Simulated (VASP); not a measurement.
# SnSe (Fm-3m) in VASP: a series of runs, part 2 of 3

VASP 6.6.1.

**4. Single point, PBE**

This run uses another cell than the first one, of 26.73 Å³/atom, 1.043 times its volume.

File INCAR:

```
SYSTEM = SnSe
PREC = Accurate ; ENCUT = 500
EDIFF = 1E-6 ; ISMEAR = 1
SIGMA = 0.05 ; LREAL = .FALSE.
LASPH = .TRUE. ; NELM = 120
ALGO = Normal ; ISIF = 2
LWAVE = .FALSE. ; LCHARG = .FALSE.
GGA = PE ; NBANDS = 17
GGA_COMPAT = .FALSE.
```

File KPOINTS:

```
regular mesh
0
G
  6 6 6
  0 0 0
```

File POSCAR:

```
SnSe
1.0
    0.0000000000      2.9897980490      2.9897980490
    2.9897980490      0.0000000000      2.9897980490
    2.9897980490      2.9897980490      0.0000000000
Sn Se
1 1
Direct
    0.0000000000      0.0000000000      0.0000000000
    0.5000000000      0.5000000000      0.5000000000
```

Potentials or basis: VASP PAW PBE potentials, release 64 (Sn_d, Se).

On the command line:

```sh
cat potpaw_PBE.64/Sn_d/POTCAR potpaw_PBE.64/Se/POTCAR > POTCAR
mpirun -np 1 vasp_std > vasp.out
```

OUTCAR:

```text
SYSTEM = SnSe
   PREC = Accurate
   ENCUT = 500
   EDIFF = 1E-6
   ISMEAR = 1
   LREAL = .FALSE.
   LASPH = .TRUE.
   NELM = 120
   ISIF = 2
   GGA = PE

 ion  position               nearest neighbor table
   1  0.000  0.000  0.000-   2 2.99   2 2.99   2 2.99   2 2.99   2 2.99   2 2.99
   2  0.500  0.500  0.500-   1 2.99   1 2.99   1 2.99   1 2.99   1 2.99   1 2.99

  LATTYP: Found a face centered cubic cell.
 ALAT       =     5.9795960980

  Lattice vectors:

 A1 = (   0.0000000000,   2.9897980490,   2.9897980490)
 A2 = (   2.9897980490,   0.0000000000,   2.9897980490)
 A3 = (   2.9897980490,   2.9897980490,   0.0000000000)

Analysis of symmetry for initial positions (statically):
=====================================================================
 Subroutine PRICEL returns:
 Original cell was already a primitive cell.

 Routine SETGRP: Setting up the symmetry group for a
 face centered cubic supercell.

 Subroutine GETGRP returns: Found 48 space group operations
 (whereof 48 operations were pure point group operations)
 out of a pool of 48 trial point group operations.

The static configuration has the point symmetry O_h .

Analysis of symmetry for dynamics (positions and initial velocities):
=====================================================================
 Subroutine PRICEL returns:
 Original cell was already a primitive cell.

 Routine SETGRP: Setting up the symmetry group for a
 face centered cubic supercell.

 Subroutine GETGRP returns: Found 48 space group operations
 (whereof 48 operations were pure point group operations)
 out of a pool of 48 trial point group operations.

The dynamic configuration has the point symmetry O_h .

 Subroutine INISYM returns: Found 48 space group operations
 (whereof 48 operations are pure point group operations),
 and found     1 'primitive' translations

----------------------------------------------------------------------------------------
[... 101 lines left out ...]
   IALGO  =     38    algorithm
   IMIX   =      4    mixing-type and parameters
     AMIX     =   0.40;   BMIX     =  1.00
     AMIX_MAG =   1.60;   BMIX_MAG =  1.00
  volume/ion in A,a.u.               =      26.73       180.35
  Fermi-wavevector in a.u.,A,eV,Ry     =   1.179686  2.229283 18.934661  1.391658
  Thomas-Fermi vector in A             =   2.315992
   LORBIT       =      0    0 simple, 1 ext, 2 COOP (PROOUT), +10 PAW based schemes
   GGA     = PE    functional components
   LHFCALC =     F    Hartree Fock is set to
   AEXX    =    0.0000 exact exchange contribution
   IVDW    =     0    specifies the selected vdW correction
   LEPSILON=     F    determine dielectric tensor
   LRPA    =     F    only Hartree local field effects (RPA)
 non-spin polarized calculation
 Methfessel and Paxton  Order N= 1 SIGMA  =   0.05
  energy-cutoff  :      500.00
  volume of cell :       53.45
 maximum number of plane-waves:      1380
   NGX = 15   NGY = 15   NGZ = 15

 number of electron      20.0000008 magnetization

 Free energy of the ion-electron system (eV)
  ---------------------------------------------------
  ext. energy  EPLUGINS =         0.00000000
  ---------------------------------------------------
  free energy    TOTEN  =        -8.22747911 eV

  energy without entropy =       -8.22753280  energy(sigma->0) =       -8.22749701

 E-fermi :   5.8309     XC(G=0):  -9.6986

 val. band max:        5.7887796885   @ k =   0.5000   0.0000   0.0000
 cond. band min:       6.4575262015   @ k =   0.5000   0.0000   0.0000
 fundamental gap:      0.6687465129
 Fermi energy:         5.8308737994

 k-point     1 :       0.0000    0.0000    0.0000
  band No.  band energies     occupation
      1     -15.7961      2.00000
      2     -15.7961      2.00000
      3     -15.7961      2.00000
      4     -15.7952      2.00000
      5     -15.7952      2.00000
      6      -8.2081      2.00000
[... 297 lines left out ...]
      4     -15.7837      2.00000
      5     -15.7770      2.00000
      6      -6.9183      2.00000
[... 9 lines left out ...]
     16      17.0781      0.00000
     17      18.5744      0.00000

------------------------ aborting loop because EDIFF is reached ----------------------------------------

  FORCE on cell =-STRESS in cart. coord.  units (eV):
  Direction    XX          YY          ZZ          XY          YZ          ZX
  --------------------------------------------------------------------------------------
  -------------------------------------------------------------------------------------
  Total        0.5620267      0.5620267      0.5620267      0.0000000     -0.0000000      0.0000000
  in kB       16.8465894     16.8465894     16.8465894      0.0000000     -0.0000000      0.0000000
  external PRESSURE =      16.8465894 kB  Pullay stress =       0.0000000 kB

 VOLUME and BASIS-vectors are now :
 -----------------------------------------------------------------------------
  energy-cutoff  :      500.00
  volume of cell :       53.45
      direct lattice vectors                 reciprocal lattice vectors
     0.000000000  2.989798049  2.989798049    -0.167235376  0.167235376  0.167235376
     2.989798049  0.000000000  2.989798049     0.167235376 -0.167235376  0.167235376
     2.989798049  2.989798049  0.000000000     0.167235376  0.167235376 -0.167235376

 POSITION                                       TOTAL-FORCE (eV/Angst)
 -----------------------------------------------------------------------------------
      0.00000      0.00000      0.00000         0.000000      0.000000     -0.000000
      2.98980      2.98980      2.98980        -0.000000     -0.000000      0.000000
 -----------------------------------------------------------------------------------
    total drift:                                0.000000     -0.000000     -0.000000

  FREE ENERGIE OF THE ION-ELECTRON SYSTEM (eV)
  ---------------------------------------------------
  free  energy   TOTEN  =        -8.2274791118 eV

  energy  without entropy=       -8.2275327961  energy(sigma->0) =       -8.22749701
```

OSZICAR:

```text
N       E                     dE             d eps       ncg     rms          rms(c)
DAV:   1     0.127739781990E+03    0.12774E+03   -0.98810E+03   562   0.146E+03
DAV:   2     0.363605013096E+01   -0.12410E+03   -0.12009E+03   592   0.333E+02
DAV:   3    -0.808831998591E+01   -0.11724E+02   -0.11652E+02   644   0.901E+01
DAV:   4    -0.838482480078E+01   -0.29650E+00   -0.29631E+00   682   0.154E+01
DAV:   5    -0.839339158340E+01   -0.85668E-02   -0.85666E-02   761   0.253E+00    0.322E+00
DAV:   6    -0.822738444934E+01    0.16601E+00   -0.40157E-01   758   0.376E+00    0.195E+00
DAV:   7    -0.822579916661E+01    0.15853E-02   -0.75660E-02   654   0.124E+00    0.933E-01
DAV:   8    -0.822756167362E+01   -0.17625E-02   -0.79041E-03   644   0.784E-01    0.102E-01
DAV:   9    -0.822742072883E+01    0.14094E-03   -0.12551E-03   800   0.293E-01    0.467E-02
DAV:  10    -0.822747429176E+01   -0.53563E-04   -0.14902E-04   606   0.695E-02    0.110E-02
DAV:  11    -0.822747877761E+01   -0.44859E-05   -0.14849E-05   730   0.322E-02    0.261E-03
DAV:  12    -0.822747911179E+01   -0.33418E-06   -0.10666E-06   479   0.118E-02
   1 F= -.82274791E+01 E0= -.82274970E+01  d E =0.536843E-04
```

Run time: 23 s. Hardware: 1 thread of AMD EPYC 7R43 (Zen 3), shared host; peak memory 0.14 GiB.

What came out:

```yaml
Free_energy: -8.2275 eV
Pressure: 1.7 GPa
Band_gap_on_the_k_mesh: 0.67 eV, direct
```

Caveat: spin-orbit coupling is left out, which moves the levels of the heavy elements. A k mesh can miss the band edges.

**5. Single point, PBE**

This run uses another cell than the first one, of 27.27 Å³/atom, 1.064 times its volume.

File INCAR:

```
SYSTEM = SnSe
  ALGO = Normal
  EDIFF = 1E-6
  ENCUT = 500
  GGA = PE
  GGA_COMPAT = .False.
  ISIF = 2
  ISMEAR = 1
  LASPH = .True.
  LCHARG = .False.
  LREAL = .False.
  LWAVE = .False.
  NBANDS = 17
  NELM = 120
  PREC = Accurate
  SIGMA = 0.05
```

File KPOINTS:

```
k-points
0
Gamma
  6 6 6
  0 0 0
```

File POSCAR:

```
SnSe
1.0
    0.0000000000      3.0100000000      3.0100000000
    3.0100000000      0.0000000000      3.0100000000
    3.0100000000      3.0100000000      0.0000000000
Sn Se
1 1
Direct
    0.0000000000      0.0000000000      0.0000000000
    0.5000000000      0.5000000000      0.5000000000
```

Potentials or basis: VASP PAW PBE potentials, release 64 (Sn_d, Se).

On the command line:

```sh
cat potpaw_PBE.64/Sn_d/POTCAR potpaw_PBE.64/Se/POTCAR > POTCAR
mpirun -np 1 vasp_std > vasp.out
```

OUTCAR:

```text
SYSTEM = SnSe
   EDIFF = 1E-6
   ENCUT = 500
   GGA = PE
   ISIF = 2
   ISMEAR = 1
   LASPH = .True.
   LREAL = .False.
   NELM = 120
   PREC = Accurate

 ion  position               nearest neighbor table
   1  0.000  0.000  0.000-   2 3.01   2 3.01   2 3.01   2 3.01   2 3.01   2 3.01
   2  0.500  0.500  0.500-   1 3.01   1 3.01   1 3.01   1 3.01   1 3.01   1 3.01

  LATTYP: Found a face centered cubic cell.
 ALAT       =     6.0200000000

  Lattice vectors:

 A1 = (   0.0000000000,   3.0100000000,   3.0100000000)
 A2 = (   3.0100000000,   0.0000000000,   3.0100000000)
 A3 = (   3.0100000000,   3.0100000000,   0.0000000000)

Analysis of symmetry for initial positions (statically):
=====================================================================
 Subroutine PRICEL returns:
 Original cell was already a primitive cell.

 Routine SETGRP: Setting up the symmetry group for a
 face centered cubic supercell.

 Subroutine GETGRP returns: Found 48 space group operations
 (whereof 48 operations were pure point group operations)
 out of a pool of 48 trial point group operations.

The static configuration has the point symmetry O_h .

[... 149 lines left out ...]
  energy without entropy =       -8.23553867  energy(sigma->0) =       -8.23550288

 E-fermi :   5.6192     XC(G=0):  -9.6061

 val. band max:        5.5771210886   @ k =   0.5000   0.0000   0.0000
 cond. band min:       6.1552563574   @ k =   0.5000   0.0000   0.0000
 fundamental gap:      0.5781352688
 Fermi energy:         5.6192151998

 k-point     1 :       0.0000    0.0000    0.0000
  band No.  band energies     occupation
      1     -16.0261      2.00000
      2     -16.0261      2.00000
      3     -16.0261      2.00000
      4     -16.0243      2.00000
      5     -16.0243      2.00000
      6      -8.2955      2.00000
[... 297 lines left out ...]
      4     -16.0147      2.00000
      5     -16.0085      2.00000
      6      -7.0705      2.00000
[... 9 lines left out ...]
     16      16.7394      0.00000
     17      18.2959      0.00000

------------------------ aborting loop because EDIFF is reached ----------------------------------------

  FORCE on cell =-STRESS in cart. coord.  units (eV):
  Direction    XX          YY          ZZ          XY          YZ          ZX
  --------------------------------------------------------------------------------------
  -------------------------------------------------------------------------------------
  Total        0.2001698      0.2001698      0.2001698      0.0000000      0.0000000      0.0000000
  in kB        5.8800316      5.8800316      5.8800316      0.0000000      0.0000000      0.0000000
  external PRESSURE =       5.8800316 kB  Pullay stress =       0.0000000 kB

 VOLUME and BASIS-vectors are now :
 -----------------------------------------------------------------------------
  energy-cutoff  :      500.00
  volume of cell :       54.54
      direct lattice vectors                 reciprocal lattice vectors
     0.000000000  3.010000000  3.010000000    -0.166112957  0.166112957  0.166112957
     3.010000000  0.000000000  3.010000000     0.166112957 -0.166112957  0.166112957
     3.010000000  3.010000000  0.000000000     0.166112957  0.166112957 -0.166112957

 POSITION                                       TOTAL-FORCE (eV/Angst)
 -----------------------------------------------------------------------------------
      0.00000      0.00000      0.00000         0.000000      0.000000      0.000000
      3.01000      3.01000      3.01000        -0.000000     -0.000000     -0.000000
 -----------------------------------------------------------------------------------
    total drift:                                0.000000     -0.000000     -0.000000

  FREE ENERGIE OF THE ION-ELECTRON SYSTEM (eV)
  ---------------------------------------------------
  free  energy   TOTEN  =        -8.2354849843 eV

  energy  without entropy=       -8.2355386686  energy(sigma->0) =       -8.23550288
```

OSZICAR:

```text
N       E                     dE             d eps       ncg     rms          rms(c)
DAV:   1     0.126330447451E+03    0.12633E+03   -0.93006E+03   577   0.138E+03
DAV:   2     0.313049657202E+01   -0.12320E+03   -0.11930E+03   587   0.327E+02
DAV:   3    -0.812333870544E+01   -0.11254E+02   -0.11187E+02   651   0.900E+01
DAV:   4    -0.840338461049E+01   -0.28005E+00   -0.27985E+00   650   0.150E+01
DAV:   5    -0.841231904423E+01   -0.89344E-02   -0.89338E-02   771   0.259E+00    0.312E+00
DAV:   6    -0.823487805798E+01    0.17744E+00   -0.44183E-01   777   0.384E+00    0.187E+00
DAV:   7    -0.823367938136E+01    0.11987E-02   -0.79529E-02   660   0.126E+00    0.919E-01
DAV:   8    -0.823558823110E+01   -0.19088E-02   -0.83364E-03   666   0.788E-01    0.110E-01
DAV:   9    -0.823541826534E+01    0.16997E-03   -0.13803E-03   770   0.298E-01    0.479E-02
DAV:  10    -0.823547951665E+01   -0.61251E-04   -0.16107E-04   656   0.710E-02    0.118E-02
DAV:  11    -0.823548457049E+01   -0.50538E-05   -0.15269E-05   694   0.313E-02    0.260E-03
DAV:  12    -0.823548498431E+01   -0.41382E-06   -0.12725E-06   589   0.124E-02
   1 F= -.82354850E+01 E0= -.82355029E+01  d E =0.536843E-04
```

Wall time 21 s (1 thread of AMD EPYC 7R43 (Zen 3), shared host); peak memory 0.14 GiB.

What came out:

- Free energy: -8.2355 eV
- Pressure: 0.6 GPa
- Band gap on the k mesh: 0.58 eV, direct

Caveat: spin-orbit coupling is left out, which moves the levels of the heavy elements.

[end of part 2 of 3]
